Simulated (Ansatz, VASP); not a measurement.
## Pb in VASP and in Ansatz

Contents of INCAR:

```
PREC = Accurate
ENCUT = 600
EDIFF = 1E-6
ISMEAR = 0
SIGMA = 0.1
LREAL = F
LASPH = T
NELM = 60
ALGO = Normal
ISIF = 3
LWAVE = F
LCHARG = F
GGA = PE
IBRION = 2
NSW = 80
EDIFFG = -0.01
```

The input KPOINTS:

```
regular mesh
0
Gamma
  14 14 14
```

Contents of POSCAR:

```
Pb
1.0
    0.0000000000      2.5194292547      2.5194292547
    2.5194292547      0.0000000000      2.5194292547
    2.5194292547      2.5194292547      0.0000000000
Pb
1
Direct
    0.0000000000      0.0000000000      0.0000000000
```

Input for Ansatz:

```yaml
crystal:
  lattice:
    - [0.0, 2.5194292547, 2.5194292547]
    - [2.5194292547, 0.0, 2.5194292547]
    - [2.5194292547, 2.5194292547, 0.0]
  atoms:
    - { symbol: Pb, position: [0.0, 0.0, 0.0] }
basis:
  ecutwfc: 420
kpoints:
  mp_grid: { grid: [14, 14, 14] }
hamiltonian:
  xc: pbe
scf:
  occupations: { method: gaussian, width: 0.1 }
output:
  forces: true
  stress: true
  eigenvalues: true
relax:
  adjacent_minimum: "off"
  f_tol: 0.01
  max_steps: 60
  cell: { stress_tol: 0.1 }
```

Alike in both runs: task relaxation of cell and atoms; functional PBE; k mesh 14 × 14 × 14; occupations gaussian, width 0.1 eV; no spin polarisation.

|  | VASP | Ansatz |
| --- | --- | --- |
| version | VASP 6.6.1 | Ansatz 0.2.0 |
| potentials or method | VASP PAW PBE potentials, release 64 (Pb_d), cutoff 600 eV | scalar-relativistic, plane waves, PAW |
| valence electrons in the cell | 14 | 14 |

```csv
,VASP,Ansatz,Ansatz less VASP
"gap on the k mesh at the Fermi level, each at its own relaxed structure (eV)",none,none,-
relaxed volume (Å³/atom),32.04,31.98,-0.056
relaxed cell length with the largest relative difference (Å),3.565,3.563,-0.0021
```

A gap of «none» marks a metal or a gap that the smearing closes.

Spin-orbit coupling is off throughout.
